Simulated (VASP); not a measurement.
BiSb2Se:

```
Sb Bi Se
1.0
     4.80533    0.00000    0.00000
     0.00000    4.80533    0.00000
     0.00000    0.00000    4.81959
Sb Bi Se
2 1 1
Direct
  0.50000 0.00000 0.50000
  0.00000 0.50000 0.50000
  0.00000 0.00000 0.00000
  0.50000 0.50000 0.00000
```

The cell was generated, and may not be a known phase.

| Quantity | Value |
| --- | --- |
| Program | VASP 6.6.1 |
| Task | relaxation of cell and atoms |
| Functional | PBE |
| Potentials or basis | VASP PAW PBE potentials, release 64 (Sb, Bi_d, Se) |
| Cutoff | 600 eV |
| k mesh | 10 × 10 × 10 |
| Occupations | gaussian, width 0.1 eV |
| Spin | no spin polarisation |

At the start: pressure -1.9 GPa; volume 27.82 Å³/atom.

Where does the relaxation end?

Over 24 steps the energy falls by 123.1 meV/atom and the volume is 28.26 Å³/atom (+1.6 %); space group P4/mmm (No. 123, to 0.1 Å) before and after.

The path:
| step | energy change (eV) | largest force (eV/Å) | pressure (GPa) | volume (Å³) |
| --- | --- | --- | --- | --- |
| 1 | 0.0000 | 0.0000 | -1.94 | 111.29 |
| 2 | -0.0294 | 0.0000 | 0.80 | 105.95 |
| 3 | -0.0308 | 0.0000 | 0.28 | 106.85 |
| 4 | -0.0457 | 0.0000 | 0.40 | 106.63 |
| 5 | -0.1089 | 0.0000 | 0.87 | 105.87 |
| 6 | -0.2423 | 0.0000 | 2.49 | 103.89 |
| 7 | -0.0786 | 0.0000 | 10.42 | 98.32 |
| 8 | -0.2903 | 0.0000 | 4.32 | 102.35 |
| 9 | -0.2789 | 0.0000 | 5.84 | 101.20 |
| 10 | -0.2802 | 0.0000 | 5.87 | 101.22 |
| 11 | -0.2839 | 0.0000 | 5.91 | 101.27 |
| 12 | -0.2906 | 0.0000 | 6.01 | 101.37 |
| 13 | -0.2976 | 0.0000 | 6.25 | 101.54 |
| 14 | -0.3062 | 0.0000 | 6.07 | 101.77 |
| 15 | -0.3308 | 0.0000 | 5.56 | 102.45 |
| 16 | -0.3740 | 0.0000 | 4.58 | 103.84 |
| 17 | -0.4380 | 0.0000 | 2.81 | 106.64 |
| 18 | -0.4871 | 0.0000 | -0.12 | 112.39 |
| 19 | -0.4871 | 0.0000 | -0.22 | 112.61 |
| 20 | -0.4877 | 0.0000 | -0.21 | 112.64 |
| 21 | -0.4893 | 0.0000 | -0.16 | 112.73 |
| 22 | -0.4915 | 0.0000 | -0.05 | 112.89 |
| 23 | -0.4915 | 0.0000 | 0.18 | 113.21 |
| 24 | -0.4922 | 0.0000 | 0.05 | 113.05 |

Final structure:
```xyz
4
Lattice="4.2892 0.0000 0.0000 0.0000 4.2892 0.0000 0.0000 0.0000 6.1452" Properties=species:S:1:pos:R:3 pbc="T T T"
Sb    2.1446    0.0000    3.0726
Sb    0.0000    2.1446    3.0726
Bi    0.0000    0.0000    0.0000
Se    2.1446    2.1446    0.0000
```

Caveat: a cell axis changed by over 15 % at a fixed basis, so the end point is rough; this functional lacks dispersion, which binds layers or chains, so the pressure and a relaxed spacing across them are unreliable; an odd number of electrons without spin polarisation forces a metal; a magnetic or distorted state may lie lower.
